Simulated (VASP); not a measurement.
Set up this calculation in VASP 6.6.1, as the native input.

```yaml
Task: single point
Functional: LDA
Potentials_or_basis: VASP PAW LDA potentials, release 64 (Ge_d)
Cutoff: 520 eV
k_mesh: 18 × 18 × 10
Occupations: fermi-dirac, width 0.1 eV
Spin: no spin polarisation
Dipole_correction: no
Further_INCAR_settings: ALGO = Normal; EDIFF = 1e-06; NBANDS = 21
```

The structure of Ge lies in POSCAR:

```
Ge
1.0
    2.3426091934      0.0000000000      0.0000000000
   -1.1713045967      2.0287590726      0.0000000000
    0.0000000000      0.0000000000      3.8344582801
Ge
2
Direct
    0.3333333333      0.6666666667      0.2500000000
    0.6666666667      0.3333333333      0.7500000000
```

This isn't the form of Ge at room conditions, which is diamond.

These files were run (other wordings do the same):

INCAR

```
ALGO = Normal ; EDIFF = 1E-6
ENCUT = 520 ; ISIF = 2
ISMEAR = -1 ; LASPH = True
LCHARG = True ; LELF = True
LREAL = False ; LVHAR = True
LWAVE = False ; NBANDS = 21
NELM = 100 ; PREC = Accurate
SIGMA = 0.1
```

KPOINTS

```
k-points
0
Gamma
  18 18 10
```

Potentials or basis: VASP PAW LDA potentials, release 64 (Ge_d).

Run with:

```bash
$ cat potpaw_LDA.64/Ge_d/POTCAR > POTCAR
$ mpirun -np 1 vasp_std > vasp.out
```

It gave:

* Pressure: 242.5 GPa
* Band gap on the k mesh: zero (bands 14 and 15 overlap by 18.52 eV)

Caveat: the cell stands under pressure.

Run time: 28 s on 1 thread of Intel(R) Xeon(R) 6975P-C (Granite Rapids) (shared host), peak memory 0.17 GiB.
